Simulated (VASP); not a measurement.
# ZnS (P2_1) in VASP: notebook

Runs on ZnS. Level: PBE. Tasks: single point.

All numbers are computed with VASP 6.6.1; they aren't measurements. Logs are shortened: lines on timing, memory, paths and dates and some standing lists are left out, and cuts for length are marked.

### 1 The cell of the first run

It takes space group P2_1 (No. 4, monoclinic). Conventional cell: a = 3.692 Å, b = 6.304 Å, c = 3.692 Å, α = 90.00°, β = 120.00°, γ = 90.00°. Zn (site symmetry 1) has 4 S at 2.26 to 2.36 Å within 3.0 Å. S (site symmetry 1) has 4 Zn at 2.26 to 2.36 Å within 3.0 Å.

### 2 Single point, PBE

The input, INCAR:

```
SYSTEM = ZnS
PREC = Accurate
ENCUT = 520
EDIFF = 1E-6
ISMEAR = 0
SIGMA = 0.05
LREAL = .FALSE.
LASPH = .TRUE.
NELM = 80
ALGO = Normal
ISIF = 2
LWAVE = .FALSE.
LCHARG = .TRUE.
GGA = PE
LELF = .TRUE.
LVHAR = .TRUE.
NBANDS = 26
```

The input, KPOINTS:

```
regular mesh
0
G
  9 9 4
  0 0 0
```

The input, POSCAR:

```
ZnS
1.0
    3.6917363860      0.0000000000      0.0000000000
   -1.8458681930      3.1971374943      0.0000000000
    0.0000000000      0.0000000000      6.3037246812
Zn S
2 2
Direct
    0.3163527059      0.6666666667      0.0052003729
    0.6836472941      0.3333333333      0.5052003729
    0.3470553733      0.6666666667      0.3797996271
    0.6529446267      0.3333333333      0.8797996271
```

Potentials or basis: VASP PAW PBE potentials, release 64 (Zn, S).

The run is started by

```sh
cat potpaw_PBE.64/Zn/POTCAR potpaw_PBE.64/S/POTCAR > POTCAR
mpirun -np 1 vasp_std > vasp.out
```

OUTCAR:

```text
SYSTEM = ZnS
   PREC = Accurate
   ENCUT = 520
   EDIFF = 1E-6
   ISMEAR = 0
   LREAL = .FALSE.
   LASPH = .TRUE.
   NELM = 80
   ISIF = 2
   GGA = PE

 ion  position               nearest neighbor table
   1  0.316  0.667  0.005-   4 2.26   4 2.27   4 2.28   3 2.36
   2  0.684  0.333  0.505-   3 2.26   3 2.27   3 2.28   4 2.36
   3  0.347  0.667  0.380-   2 2.26   2 2.27   2 2.28   1 2.36
   4  0.653  0.333  0.880-   1 2.26   1 2.27   1 2.28   2 2.36

  LATTYP: Found a hexagonal cell.
 ALAT       =     3.6917363860
 C/A-ratio  =     1.7075229708

  Lattice vectors:

 A1 = (   3.6917363860,   0.0000000000,   0.0000000000)
 A2 = (  -1.8458681930,   3.1971374943,   0.0000000000)
 A3 = (   0.0000000000,   0.0000000000,   6.3037246812)

Analysis of symmetry for initial positions (statically):
=====================================================================
 Subroutine PRICEL returns:
 Original cell was already a primitive cell.

 Routine SETGRP: Setting up the symmetry group for a
 hexagonal supercell.

 Subroutine GETGRP returns: Found  2 space group operations
 (whereof  1 operations were pure point group operations)
 out of a pool of 24 trial point group operations.

The static configuration has the point symmetry C_1 .
 The point group associated with its full space group is C_2 .

Analysis of symmetry for dynamics (positions and initial velocities):
=====================================================================
 Subroutine PRICEL returns:
 Original cell was already a primitive cell.

 Routine SETGRP: Setting up the symmetry group for a
 hexagonal supercell.

 Subroutine GETGRP returns: Found  2 space group operations
 (whereof  1 operations were pure point group operations)
 out of a pool of 24 trial point group operations.

The dynamic configuration has the point symmetry C_1 .
 The point group associated with its full space group is C_2 .

 Subroutine INISYM returns: Found  2 space group operations
 (whereof  1 operations are pure point group operations),
 and found     1 'primitive' translations

----------------------------------------------------------------------------------------

                                     Primitive cell

  volume of cell :      74.4028

  direct lattice vectors                    reciprocal lattice vectors
     3.691736386  0.000000000  0.000000000     0.270875246  0.156389896  0.000000000
    -1.845868193  3.197137494  0.000000000     0.000000000  0.312779792  0.000000000
     0.000000000  0.000000000  6.303724681     0.000000000  0.000000000  0.158636370

  length of vectors
     3.691736386  3.691736386  6.303724681     0.312779792  0.312779792  0.158636370

  position of ions in fractional coordinates (direct lattice)
     0.316352706  0.666666667  0.005200373
     0.683647294  0.333333333  0.505200373
     0.347055373  0.666666667  0.379799627
     0.652944627  0.333333333  0.879799627

  ion indices of the primitive-cell ions
   primitive index   ion index
                 1           1
                 2           2
                 3           3
                 4           4

----------------------------------------------------------------------------------------

 KPOINTS: regular mesh

Automatic generation of k-mesh.
 Grid dimensions read from file:
 generate k-points for:    9    9    4

 Generating k-lattice:

  Cartesian coordinates                     Fractional coordinates (reciprocal lattice)
     0.030097250  0.017376655  0.000000000     0.111111111  0.000000000  0.000000000
     0.000000000  0.034753310  0.000000000     0.000000000  0.111111111  0.000000000
     0.000000000  0.000000000  0.039659092     0.000000000  0.000000000  0.250000000

  Length of vectors
     0.034753310  0.034753310  0.039659092

  Shift w.r.t. Gamma in fractional coordinates (k-lattice)
     0.000000000  0.000000000  0.000000000

 Subroutine IBZKPT returns following result:
 ===========================================

 Found    123 irreducible k-points:

 Following reciprocal coordinates:
            Coordinates               Weight
  0.000000  0.000000  0.000000      1.000000
  0.111111  0.000000  0.000000      2.000000
  0.000000  0.111111  0.000000      2.000000
 -0.111111  0.111111  0.000000      2.000000
  0.222222  0.000000  0.000000      2.000000
  0.000000  0.222222  0.000000      2.000000
[... 16 lines left out ...]
  0.333333  0.111111  0.000000      2.000000
 -0.111111  0.444444  0.000000      2.000000
 [... further k-points ...]
   k-points           NKPTS =    123   k-points in BZ     NKDIM =    123   number of bands    NBANDS=     26
   number of dos      NEDOS =    301   number of ions     NIONS =      4
   total plane-waves  NPLWV =  37632
   dimension x,y,z NGX =    28 NGY =   28 NGZ =   48
   dimension x,y,z NGXF=    56 NGYF=   56 NGZF=   96
   ions per type =               2   2
   NGX,Y,Z   is equivalent  to a cutoff of  12.61, 12.61, 12.66 a.u.
   NGXF,Y,Z  is equivalent  to a cutoff of  25.22, 25.22, 25.32 a.u.
 SYSTEM =  ZnS
   PREC   = accura    normal or accurate (medium, high low for compatibility)
   ISTART =      0    job   : 0-new  1-cont  2-samecut
   ICHARG =      2    charge: 1-file 2-atom 10-const
   ISPIN  =      1    spin polarized calculation?
   LNONCOLLINEAR =      F non collinear calculations
   LSORBIT =      F    spin-orbit coupling
   LASPH  =      T    aspherical Exc in radial PAW
   ENCUT  =  520.0 eV  38.22 Ry    6.18 a.u.   6.86  6.86 11.72*2*pi/ulx,y,z
   NELM   =     80;   NELMIN=  2; NELMDL= -5     # of ELM steps
   EDIFF  = 0.1E-05   stopping-criterion for ELM
   LREAL  =      F    real-space projection
[... 7 lines left out ...]
   TEBEG  =    0.0;   TEEND  =   0.0 temperature during run
   PSTRESS=    0.0 pullay stress
   NELECT =      36.0000    total number of electrons
   NUPDOWN=      -1.0000    fix difference up-down
   EMIN   =  10.00;   EMAX   =-10.00  energy-range for DOS
   EFERMI =   0.00;   METHOD = LEGACY
   ISMEAR =     0;   SIGMA  =   0.05  broadening in eV -4-tet -1-fermi 0-gaus
   EFERMI_NEDOS =   21; number of points for ismear=-14 and -15
   IALGO  =     38    algorithm
   IMIX   =      4    mixing-type and parameters
     AMIX     =   0.40;   BMIX     =  1.00
     AMIX_MAG =   1.60;   BMIX_MAG =  1.00
  volume/ion in A,a.u.               =      18.60       125.52
  Fermi-wavevector in a.u.,A,eV,Ry     =   1.285225  2.428724 22.474157  1.651804
  Thomas-Fermi vector in A             =   2.417372
   LORBIT       =      0    0 simple, 1 ext, 2 COOP (PROOUT), +10 PAW based schemes
   GGA     = PE    functional components
   LHFCALC =     F    Hartree Fock is set to
   AEXX    =    0.0000 exact exchange contribution
   IVDW    =     0    specifies the selected vdW correction
   LEPSILON=     F    determine dielectric tensor
   LRPA    =     F    only Hartree local field effects (RPA)
 non-spin polarized calculation
 Gauss-broadening in eV      SIGMA  =   0.05
  energy-cutoff  :      520.00
  volume of cell :       74.40
 maximum number of plane-waves:      2016
   NGX = 13   NGY = 13   NGZ = 23

 number of electron      36.0000012 magnetization

 Free energy of the ion-electron system (eV)
  ---------------------------------------------------
  ext. energy  EPLUGINS =         0.00000000
  ---------------------------------------------------
  free energy    TOTEN  =       -13.51330708 eV

  energy without entropy =      -13.51330708  energy(sigma->0) =      -13.51330708

 E-fermi :   2.9967     XC(G=0):  -9.9069

 val. band max:        2.7700755211   @ k =   0.0000   0.0000   0.0000
 cond. band min:       5.0705811027   @ k =   0.0000   0.0000   0.0000
 fundamental gap:      2.3005055816
 Fermi energy:         2.9967275668

 k-point     1 :       0.0000    0.0000    0.0000
  band No.  band energies     occupation
      1     -10.9037      2.00000
      2      -9.9623      2.00000
      3      -3.9277      2.00000
      4      -3.8961      2.00000
      5      -3.8944      2.00000
      6      -3.8349      2.00000
[... 18 lines left out ...]
     25      10.5316      0.00000
     26      11.9122      0.00000

 k-point     2 :       0.1111    0.0000    0.0000
  band No.  band energies     occupation
      1     -10.8079      2.00000
      2      -9.9008      2.00000
      3      -3.9370      2.00000
      4      -3.8819      2.00000
      5      -3.8745      2.00000
      6      -3.8109      2.00000
[... 18 lines left out ...]
     25      10.9177      0.00000
     26      11.3054      0.00000

 k-point     3 :       0.0000    0.1111    0.0000
  band No.  band energies     occupation
      1     -10.8078      2.00000
      2      -9.9015      2.00000
      3      -3.9302      2.00000
      4      -3.8838      2.00000
      5      -3.8757      2.00000
      6      -3.8243      2.00000
[... 18 lines left out ...]
     25      10.8766      0.00000
     26      11.4139      0.00000

 k-point     4 :      -0.1111    0.1111    0.0000
  band No.  band energies     occupation
      1     -10.8077      2.00000
      2      -9.9022      2.00000
      3      -3.9167      2.00000
      4      -3.8982      2.00000
      5      -3.8722      2.00000
      6      -3.8296      2.00000
[... 18 lines left out ...]
     25      10.8286      0.00000
     26      11.5138      0.00000
[... 496 lines left out ...]
      1     -10.3144      2.00000
      2      -9.6313      2.00000
      3      -3.9259      2.00000
      4      -3.8285      2.00000
      5      -3.8109      2.00000
      6      -3.7151      2.00000
[... 18 lines left out ...]
     25      11.2364      0.00000
     26      11.6522      0.00000

 k-point    23 :       0.3333    0.1111    0.0000
  band No.  band energies     occupation
      1      -9.9794      2.00000
      2      -9.5069      2.00000
      3      -3.8911      2.00000
      4      -3.7831      2.00000
      5      -3.7656      2.00000
      6      -3.6093      2.00000
[... 18 lines left out ...]
     25      11.9230      0.00000
     26      12.6347      0.00000

 k-point    24 :      -0.1111    0.4444    0.0000
  band No.  band energies     occupation
      1      -9.9714      2.00000
      2      -9.5227      2.00000
      3      -3.9025      2.00000
      4      -3.7830      2.00000
      5      -3.7485      2.00000
      6      -3.6139      2.00000
[... 18 lines left out ...]
     25      11.7545      0.00000
     26      12.7416      0.00000

 [... further k-points ...]
[... 5 lines left out ...]
  --------------------------------------------------------------------------------------
  -------------------------------------------------------------------------------------
  Total        4.3462785      4.3573033      1.2275210      0.0381308      0.0000000      0.0000000
  in kB       93.5920364     93.8294442     26.4332335      0.8211018      0.0000000      0.0000000
  external PRESSURE =      71.2849047 kB  Pullay stress =       0.0000000 kB

 VOLUME and BASIS-vectors are now :
 -----------------------------------------------------------------------------
  energy-cutoff  :      520.00
  volume of cell :       74.40
      direct lattice vectors                 reciprocal lattice vectors
     3.691736386  0.000000000  0.000000000     0.270875246  0.156389896  0.000000000
    -1.845868193  3.197137494  0.000000000     0.000000000  0.312779792  0.000000000
     0.000000000  0.000000000  6.303724681     0.000000000  0.000000000  0.158636370

 POSITION                                       TOTAL-FORCE (eV/Angst)
 -----------------------------------------------------------------------------------
     -0.06269      2.13142      0.03278         0.106041      0.003447      0.356987
      1.90856      1.06571      3.18464        -0.106041     -0.003447      0.356987
      0.05066      2.13142      2.39415         0.005406      0.002436     -0.356987
      1.79521      1.06571      5.54601        -0.005406     -0.002436     -0.356987
 -----------------------------------------------------------------------------------
    total drift:                               -0.000000     -0.000001      0.000063

  FREE ENERGIE OF THE ION-ELECTRON SYSTEM (eV)
  ---------------------------------------------------
  free  energy   TOTEN  =       -13.5133070833 eV

  energy  without entropy=      -13.5133070833  energy(sigma->0) =      -13.51330708
```

Wall time 5.8 min (1 thread of AMD EPYC 7R43 (Zen 3), shared host); peak memory 0.28 GiB.

What came out:

- Free energy: -13.5133 eV
- Pressure: 7.1 GPa
- Largest force: 0.372 eV/Å
- Band gap on the k mesh: 2.30 eV, direct

Forces in eV/Å, atoms in the order of the input:
```
Zn   0.106  0.003  0.357
Zn  -0.106 -0.003  0.357
S    0.005  0.002 -0.357
S   -0.005 -0.002 -0.357
```

### 3 Single point, PBE

The input, INCAR:

```
SYSTEM = ZnS
  PREC = Accurate
  ENCUT = 520
  EDIFF = 1E-6
  ISMEAR = 0
  SIGMA = 0.05
  LREAL = .False.
  LASPH = .True.
  NELM = 80
  ALGO = Normal
  ISIF = 2
  LWAVE = .False.
  LCHARG = .False.
  GGA = PE
  NBANDS = 26
```

The input, KPOINTS:

```
regular mesh
0
Gamma
  9 9 4
  0 0 0
```

The input, POSCAR:

```
ZnS
1.0
    3.6917363860      0.0000000000      0.0000000000
   -1.8458681930      3.1971374943      0.0000000000
    0.0000000000      0.0000000000      6.3037246812
Zn S
2 2
Direct
    0.2823654471      0.6666666667      0.0052003729
    0.7176345529      0.3333333333      0.5052003729
    0.3745204671      0.6666666667      0.3797996271
    0.6254795329      0.3333333333      0.8797996271
```

Potentials or basis: VASP PAW PBE potentials, release 64 (Zn, S).

The run is started by

```sh
cat potpaw_PBE.64/Zn/POTCAR potpaw_PBE.64/S/POTCAR > POTCAR
mpirun -np 1 vasp_std > vasp.out
```

Run time: 5.9 min. Hardware: 1 thread of AMD EPYC 7R43 (Zen 3), shared host; peak memory 0.29 GiB.

Results (log left out):

| Quantity | Value |
| --- | --- |
| Free energy | -13.4609 eV |
| Pressure | 6.9 GPa |
| Largest force | 0.534 eV/Å |
| Band gap on the k mesh | 2.24 eV, direct |

Forces in eV/Å, atoms in the order of the input:
```
Zn   0.328  0.031  0.420
Zn  -0.328 -0.031  0.420
S    0.009  0.023 -0.420
S   -0.009 -0.023 -0.420
```

Stress tensor (GPa, compression positive):
```
9.22 0.26 0.00
0.26 9.44 0.00
0.00 0.00 2.08
```

Levels at points of the mesh, in eV from the valence-band top:
| k point | band 14 | band 15 | band 16 | band 17 | band 18 | band 19 | band 20 | band 21 | band 22 | band 23 |
| --- | --- | --- | --- | --- | --- | --- | --- | --- | --- | --- |
| (0.00, 0.00, 0.00) | -0.91 | -0.81 | -0.26 | -0.14 | 0.00 | 2.24 | 3.44 | 6.03 | 6.08 | 6.74 |
| (0.00, 0.00, 0.50) | -3.21 | -0.53 | -0.53 | -0.43 | -0.43 | 3.78 | 3.78 | 6.43 | 6.43 | 6.80 |

Expect the measured gap to be larger: semilocal functionals such as PBE lack the derivative discontinuity.
